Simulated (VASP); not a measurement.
# TaTeSe in VASP: a series of runs

TaTeSe is run at these levels: PBE; tasks: single point.

All numbers are computed with VASP 6.6.1; they aren't measurements. Logs are shortened: lines on timing, memory, paths and dates and some standing lists are left out, and cuts for length are marked.

## 1. The cell of the first run

The cell holds a sheet with vacuum, 3 atoms: a = 3.555 Å, b = 3.555 Å, c = 18.000 Å, α = 90.00°, β = 90.00°, γ = 120.00°.

## 2. Single point, PBE

Contents of INCAR:

```
SYSTEM = TaTeSe
PREC = Accurate
ENCUT = 520
EDIFF = 1E-6
ISMEAR = 0
SIGMA = 0.1
LREAL = .False.
LASPH = .True.
NELM = 100
ALGO = Normal
ISIF = 2
LWAVE = .False.
LCHARG = .False.
LDIPOL = .True.
IDIPOL = 3
DIPOL = 0.5 0.5 0.505
GGA = PE
NBANDS = 18
```

Contents of KPOINTS:

```
regular mesh
0
Gamma
  6 6 1
  0 0 0
```

Contents of POSCAR:

```
TaTeSe
1.0
    3.5549374300      0.0000000000      0.0000000000
   -1.7774682000      3.0786656800      0.0000000000
    0.0000000000      0.0000000000     18.0000000000
Ta Te Se
1 1 1
Direct
    0.6666666700      0.3333333300      0.5138582600
    0.3333333300      0.6666666700      0.5967804200
    0.3333333300      0.6666666700      0.4032195800
```

Potentials or basis: VASP PAW PBE potentials, release 64 (Ta_pv, Te, Se).

Started as:

```sh
$ cat potpaw_PBE.64/Ta_pv/POTCAR potpaw_PBE.64/Te/POTCAR potpaw_PBE.64/Se/POTCAR > POTCAR
$ mpirun -np 1 vasp_std > vasp.out
```

OUTCAR:

```text
SYSTEM = TaTeSe
   PREC = Accurate
   ENCUT = 520
   EDIFF = 1E-6
   ISMEAR = 0
   LREAL = .False.
   LASPH = .True.
   NELM = 100
   ISIF = 2
   GGA = PE

 ion  position               nearest neighbor table
   1  0.667  0.333  0.514-   2 2.54   2 2.54   2 2.54   3 2.86   3 2.86   3 2.86
   2  0.333  0.667  0.597-   1 2.54   1 2.54   1 2.54
   3  0.333  0.667  0.403-   1 2.86   1 2.86   1 2.86

  LATTYP: Found a hexagonal cell.
 ALAT       =     3.5549374300
 C/A-ratio  =     5.0633802576

  Lattice vectors:

 A1 = (   3.5549374300,   0.0000000000,   0.0000000000)
 A2 = (  -1.7774682000,   3.0786656800,   0.0000000000)
 A3 = (   0.0000000000,   0.0000000000,  18.0000000000)

Analysis of symmetry for initial positions (statically):
=====================================================================
 Subroutine PRICEL returns:
 Original cell was already a primitive cell.

 Routine SETGRP: Setting up the symmetry group for a
 hexagonal supercell.

 Subroutine GETGRP returns: Found  6 space group operations
 (whereof  6 operations were pure point group operations)
 out of a pool of 24 trial point group operations.

The static configuration has the point symmetry C_3v.

Analysis of symmetry for dynamics (positions and initial velocities):
=====================================================================
 Subroutine PRICEL returns:
 Original cell was already a primitive cell.

 Routine SETGRP: Setting up the symmetry group for a
 hexagonal supercell.

 Subroutine GETGRP returns: Found  6 space group operations
 (whereof  6 operations were pure point group operations)
 out of a pool of 24 trial point group operations.

The dynamic configuration has the point symmetry C_3v.

 Subroutine INISYM returns: Found  6 space group operations
 (whereof  6 operations are pure point group operations),
 and found     1 'primitive' translations

----------------------------------------------------------------------------------------

                                     Primitive cell

  volume of cell :     197.0003

  direct lattice vectors                    reciprocal lattice vectors
     3.554937430  0.000000000  0.000000000     0.281298903  0.162407974  0.000000000
    -1.777468200  3.078665680  0.000000000     0.000000000  0.324816042  0.000000000
     0.000000000  0.000000000 18.000000000     0.000000000  0.000000000  0.055555556

  length of vectors
     3.554937430  3.554936789 18.000000000     0.324815983  0.324816042  0.055555556

  position of ions in fractional coordinates (direct lattice)
     0.666666670  0.333333330  0.513858260
     0.333333330  0.666666670  0.596780420
     0.333333330  0.666666670  0.403219580

  ion indices of the primitive-cell ions
   primitive index   ion index
                 1           1
                 2           2
                 3           3

----------------------------------------------------------------------------------------

 KPOINTS: regular mesh

Automatic generation of k-mesh.
 Grid dimensions read from file:
 generate k-points for:    6    6    1

 Generating k-lattice:

  Cartesian coordinates                     Fractional coordinates (reciprocal lattice)
     0.046883151  0.027067996  0.000000000     0.166666667  0.000000000  0.000000000
     0.000000000  0.054136007  0.000000000     0.000000000  0.166666667  0.000000000
     0.000000000  0.000000000  0.055555556     0.000000000  0.000000000  1.000000000

  Length of vectors
     0.054135997  0.054136007  0.055555556

  Shift w.r.t. Gamma in fractional coordinates (k-lattice)
     0.000000000  0.000000000  0.000000000

 Subroutine IBZKPT returns following result:
 ===========================================

 Found      7 irreducible k-points:

 Following reciprocal coordinates:
            Coordinates               Weight
  0.000000  0.000000  0.000000      1.000000
  0.166667  0.000000  0.000000      6.000000
  0.333333 -0.000000  0.000000      6.000000
  0.500000  0.000000  0.000000      3.000000
  0.166667  0.166667  0.000000      6.000000
  0.333333  0.166667  0.000000     12.000000
  0.333333  0.333333  0.000000      2.000000
   k-points           NKPTS =      7   k-points in BZ     NKDIM =      7   number of bands    NBANDS=     18
   number of dos      NEDOS =    301   number of ions     NIONS =      3
   total plane-waves  NPLWV = 109760
   dimension x,y,z NGX =    28 NGY =   28 NGZ =  140
   dimension x,y,z NGXF=    56 NGYF=   56 NGZF=  280
   ions per type =               1   1   1
   NGX,Y,Z   is equivalent  to a cutoff of  13.09, 13.09, 12.93 a.u.
   NGXF,Y,Z  is equivalent  to a cutoff of  26.19, 26.19, 25.86 a.u.
 SYSTEM =  TaTeSe
   PREC   = accura    normal or accurate (medium, high low for compatibility)
   ISTART =      0    job   : 0-new  1-cont  2-samecut
   ICHARG =      2    charge: 1-file 2-atom 10-const
   ISPIN  =      1    spin polarized calculation?
   LNONCOLLINEAR =      F non collinear calculations
   LSORBIT =      F    spin-orbit coupling
   LASPH  =      T    aspherical Exc in radial PAW
   ENCUT  =  520.0 eV  38.22 Ry    6.18 a.u.   6.61  6.61 33.47*2*pi/ulx,y,z
   NELM   =    100;   NELMIN=  2; NELMDL= -5     # of ELM steps
   EDIFF  = 0.1E-05   stopping-criterion for ELM
   LREAL  =      F    real-space projection
   EDIFFG = 0.1E-04   stopping-criterion for IOM
   NSW    =      0    number of steps for IOM
   IBRION =     -1    ionic relax: 0-MD 1-quasi-New 2-CG
   NFREE  =      0    steps in history (QN), initial steepest desc. (CG)
   ISIF   =      2    stress and relaxation
   ISYM   =      2    0-nonsym 1-usesym 2-fastsym
   POTIM  = 0.5000    time-step for ionic-motion
   TEBEG  =    0.0;   TEEND  =   0.0 temperature during run
   PSTRESS=    0.0 pullay stress
   NELECT =      23.0000    total number of electrons
   NUPDOWN=      -1.0000    fix difference up-down
   EMIN   =  10.00;   EMAX   =-10.00  energy-range for DOS
   EFERMI =   0.00;   METHOD = LEGACY
   ISMEAR =     0;   SIGMA  =   0.10  broadening in eV -4-tet -1-fermi 0-gaus
   EFERMI_NEDOS =   21; number of points for ismear=-14 and -15
   IALGO  =     38    algorithm
   IMIX   =      4    mixing-type and parameters
     AMIX     =   0.40;   BMIX     =  1.00
     AMIX_MAG =   1.60;   BMIX_MAG =  1.00
  volume/ion in A,a.u.               =      65.67       443.14
  Fermi-wavevector in a.u.,A,eV,Ry     =   0.800132  1.512031  8.710608  0.640212
  Thomas-Fermi vector in A             =   1.907369
   LORBIT       =      0    0 simple, 1 ext, 2 COOP (PROOUT), +10 PAW based schemes
   GGA     = PE    functional components
   LHFCALC =     F    Hartree Fock is set to
   AEXX    =    0.0000 exact exchange contribution
   IVDW    =     0    specifies the selected vdW correction
   LEPSILON=     F    determine dielectric tensor
   LRPA    =     F    only Hartree local field effects (RPA)
 non-spin polarized calculation
 Gauss-broadening in eV      SIGMA  =   0.10
  energy-cutoff  :      520.00
  volume of cell :      197.00
 maximum number of plane-waves:      5339
 NGX is ok and might be reduce to    28
   NGX = 13   NGY = 13   NGZ = 67

 dipolmoment           0.000000      0.000000      0.037659 electrons x Angstroem

 number of electron      23.0000000 magnetization

 dipolmoment           0.000000      0.000000     -0.070343 electrons x Angstroem

 Free energy of the ion-electron system (eV)
  ---------------------------------------------------
  ext. energy  EPLUGINS =         0.00000000
  ---------------------------------------------------
  free energy    TOTEN  =       -18.51173223 eV

  energy without entropy =      -18.48706900  energy(sigma->0) =      -18.49940061

 E-fermi :  -1.2403     XC(G=0):  -4.3599

 val. band max:       -1.2655055569   @ k =   0.3333   0.1667   0.0000
 cond. band min:      -1.1861594321   @ k =   0.1667   0.1667   0.0000
 fundamental gap:      0.0793461247
 Fermi energy:        -1.2403298875

 k-point     1 :       0.0000    0.0000    0.0000
  band No.  band energies     occupation
      1     -35.8117      2.00000
      2     -35.7538      2.00000
      3     -35.7538      2.00000
      4     -14.5430      2.00000
      5     -13.3970      2.00000
      6      -6.6483      2.00000
[... 10 lines left out ...]
     17       3.3402      0.00000
     18       3.4685      0.00000

 k-point     2 :       0.1667    0.0000    0.0000
  band No.  band energies     occupation
      1     -35.8105      2.00000
      2     -35.7872      2.00000
      3     -35.7631      2.00000
      4     -14.1915      2.00000
      5     -13.2211      2.00000
      6      -6.2187      2.00000
[... 10 lines left out ...]
     17       3.4793      0.00000
     18       4.3211      0.00000

 k-point     3 :       0.3333   -0.0000    0.0000
  band No.  band energies     occupation
      1     -35.8788      2.00000
      2     -35.7820      2.00000
      3     -35.7815      2.00000
      4     -13.3771      2.00000
      5     -12.7859      2.00000
      6      -6.3518      2.00000
[... 10 lines left out ...]
     17       4.1998      0.00000
     18       4.5216      0.00000

 k-point     4 :       0.5000    0.0000    0.0000
  band No.  band energies     occupation
      1     -35.9179      2.00000
      2     -35.7907      2.00000
      3     -35.7738      2.00000
      4     -12.9250      2.00000
      5     -12.4479      2.00000
      6      -7.2170      2.00000
[... 10 lines left out ...]
     17       3.4685      0.00000
     18       5.2146      0.00000

 k-point     5 :       0.1667    0.1667    0.0000
  band No.  band energies     occupation
      1     -35.8521      2.00000
      2     -35.7866      2.00000
      3     -35.7834      2.00000
      4     -13.5996      2.00000
      5     -12.9116      2.00000
      6      -5.7476      2.00000
[... 10 lines left out ...]
     17       4.2012      0.00000
     18       5.2356      0.00000

 k-point     6 :       0.3333    0.1667    0.0000
  band No.  band energies     occupation
      1     -35.8981      2.00000
      2     -35.8113      2.00000
      3     -35.7735      2.00000
      4     -12.9407      2.00000
      5     -12.4602      2.00000
      6      -6.7192      2.00000
[... 10 lines left out ...]
     17       4.0010      0.00000
     18       5.4052      0.00000

 k-point     7 :       0.3333    0.3333    0.0000
  band No.  band energies     occupation
      1     -35.8826      2.00000
      2     -35.8514      2.00000
      3     -35.7692      2.00000
      4     -12.7448      2.00000
      5     -12.2389      2.00000
      6      -6.2766      2.00000
[... 10 lines left out ...]
     17       4.1124      0.00000
     18       4.4266      0.00000

------------------------ aborting loop because EDIFF is reached ----------------------------------------

 vacuum level on the upper side and lower side of the slab       (xc-potential included)        -0.639         0.448

  FORCE on cell =-STRESS in cart. coord.  units (eV):
  Direction    XX          YY          ZZ          XY          YZ          ZX
  --------------------------------------------------------------------------------------
  -------------------------------------------------------------------------------------
  Total        5.2065562      5.2065547      2.9879618      0.0000009      0.0000000      0.0000000
  in kB       42.3442209     42.3442088     24.3006908      0.0000071      0.0000000      0.0000000
  external PRESSURE =      36.3297068 kB  Pullay stress =       0.0000000 kB

 VOLUME and BASIS-vectors are now :
 -----------------------------------------------------------------------------
  energy-cutoff  :      520.00
  volume of cell :      197.00
      direct lattice vectors                 reciprocal lattice vectors
     3.554937430  0.000000000  0.000000000     0.281298903  0.162407974  0.000000000
    -1.777468200  3.078665680  0.000000000     0.000000000  0.324816042  0.000000000
     0.000000000  0.000000000 18.000000000     0.000000000  0.000000000  0.055555556

 POSITION                                       TOTAL-FORCE (eV/Angst)
 -----------------------------------------------------------------------------------
      1.77747      1.02622      9.24945         0.000000     -0.000000     -7.688054
      0.00000      2.05244     10.74205        -0.000000      0.000000      5.253656
      0.00000      2.05244      7.25795         0.000000     -0.000000      2.434398
 -----------------------------------------------------------------------------------
    total drift:                                0.000011      0.000003     -0.000134

  FREE ENERGIE OF THE ION-ELECTRON SYSTEM (eV)
  ---------------------------------------------------
  free  energy   TOTEN  =       -18.5117322262 eV

  energy  without entropy=      -18.4870689998  energy(sigma->0) =      -18.49940061

 vacuum level on the upper side and lower side of the slab         3.216         4.363
```

It took 29 s on 1 thread of Intel Xeon 6975P-C (Granite Rapids), shared host; peak memory 0.32 GiB.

What came out:

| Property | Result |
| --- | --- |
| Free energy | -18.5117 eV |
| Largest force | 7.688 eV/Å |

Forces in eV/Å, atoms in the order of the input:
```
Ta   0.000  0.000 -7.688
Te   0.000  0.000  5.254
Se   0.000  0.000  2.434
```

Levels at points of the mesh, in eV from the Fermi level:
| k point | band 7 | band 8 | band 9 | band 10 | band 11 | band 12 | band 13 | band 14 | band 15 | band 16 |
| --- | --- | --- | --- | --- | --- | --- | --- | --- | --- | --- |
| (0.00, 0.00, 0.00) | -2.16 | -2.16 | -1.65 | -0.35 | -0.35 | 0.74 | 2.22 | 2.22 | 4.00 | 4.58 |
| (0.50, 0.00, 0.00) | -3.70 | -3.47 | -2.55 | -1.42 | -0.42 | -0.38 | 2.56 | 2.86 | 3.38 | 4.07 |

Caveat: spin-orbit coupling is left out, which moves the levels of the heavy elements.

## 3. Single point, PBE

This run uses another cell than the first one, of 114.51 Å³/atom, 1.744 times its volume.

Contents of INCAR:

```
SYSTEM = TaTeSe
  PREC = Accurate
  ENCUT = 520
  EDIFF = 1E-6
  ISMEAR = 0
  SIGMA = 0.1
  LREAL = .False.
  LASPH = .True.
  NELM = 60
  ALGO = Normal
  ISIF = 2
  LWAVE = .False.
  LCHARG = .False.
  LDIPOL = .True.
  IDIPOL = 3
  DIPOL = 0.5 0.5 0.295
  GGA = PE
  NBANDS = 18
```

Contents of KPOINTS:

```
Automatic mesh
0
Gamma
  6 6 1
  0 0 0
```

Contents of POSCAR:

```
TaTeSe
1.0
    3.5906488058     -0.0000003003      0.0000000000
   -1.7953241428      3.1095932320      0.0000000000
    0.0000000000      0.0000000000     30.7681902400
Ta Te Se
1 1 1
Direct
    0.6666666667      0.3333333333      0.2917014168
    0.3333333333      0.6666666667      0.3536993645
    0.3333333333      0.6666666667      0.2402362506
```

Potentials or basis: VASP PAW PBE potentials, release 64 (Ta_pv, Te, Se).

Started as:

```sh
$ cat potpaw_PBE.64/Ta_pv/POTCAR potpaw_PBE.64/Te/POTCAR potpaw_PBE.64/Se/POTCAR > POTCAR
$ mpirun -np 1 vasp_std > vasp.out
```

Wall time 48 s (1 thread of Intel Xeon 6975P-C (Granite Rapids), shared host); peak memory 0.46 GiB.

The run converged. Its results:

```yaml
Free_energy: -20.1293 eV
Largest_force: 0.026 eV/Å
```

Forces in eV/Å, atoms in the order of the input:
```
Ta   0.000  0.000  0.006
Te   0.000  0.000  0.020
Se   0.000  0.000 -0.026
```

Levels at points of the mesh, in eV from the Fermi level:
| k point | band 9 | band 10 | band 11 | band 12 | band 13 | band 14 |
| --- | --- | --- | --- | --- | --- | --- |
| (0.00, 0.00, 0.00) | -1.80 | -0.52 | -0.52 | 0.59 | 2.95 | 2.95 |
| (0.50, 0.00, 0.00) | -2.57 | -1.52 | -0.71 | -0.45 | 2.60 | 2.79 |

Caveat: spin-orbit coupling is left out, which moves the levels of the heavy elements.
